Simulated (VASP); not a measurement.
Wanted: the native input for a VASP 6.6.1 run.

```yaml
Task: single point
Functional: PBEsol
Potentials_or_basis: VASP PAW PBE potentials, release 64 (Hg)
Cutoff: 520 eV
k_mesh: 9 × 9 × 9
Occupations: fermi-dirac, width 0.15 eV
Spin: no spin polarisation
Dipole_correction: no
Further_INCAR_settings: ALGO = Normal; EDIFF = 1e-07; NBANDS = 12
```

The structure of Hg lies in POSCAR:

```
Hg
1.0
   -1.8641405139      1.8641405139      1.9039797318
    1.8641405139     -1.8641405139      1.9039797318
    1.8641405139      1.8641405139     -1.9039797318
Hg
1
Direct
    0.5000000000      0.5000000000      0.0000000000
```

One way to write it, as run:

INCAR

```
PREC = Accurate ; ENCUT = 520
EDIFF = 1E-7 ; ISMEAR = -1
SIGMA = 0.15 ; LREAL = False
LASPH = True ; NELM = 60
ALGO = Normal ; ISIF = 2
LWAVE = False ; LCHARG = False
GGA = PS ; NBANDS = 12
```

KPOINTS

```
regular mesh
0
Gamma
  9 9 9
```

Potentials or basis: VASP PAW PBE potentials, release 64 (Hg).

The run is started by

```console
$ cat potpaw_PBE.64/Hg/POTCAR > POTCAR
$ mpirun -np 1 vasp_std > vasp.out
```

Results of the run:

The pressure is -2.3 GPa. The band gap on the k mesh is zero (band 6 reaches 2.98 eV, above the bottom of band 7 at 1.11 eV).

Caveat: the PAW data sets were made with another functional, which shifts forces and pressure a little; spin-orbit coupling is left out, which moves the levels of the heavy elements.

Wall time 8.8 s on 1 thread of Intel Xeon 6975P-C, with other jobs on the host, peak memory 0.15 GiB.
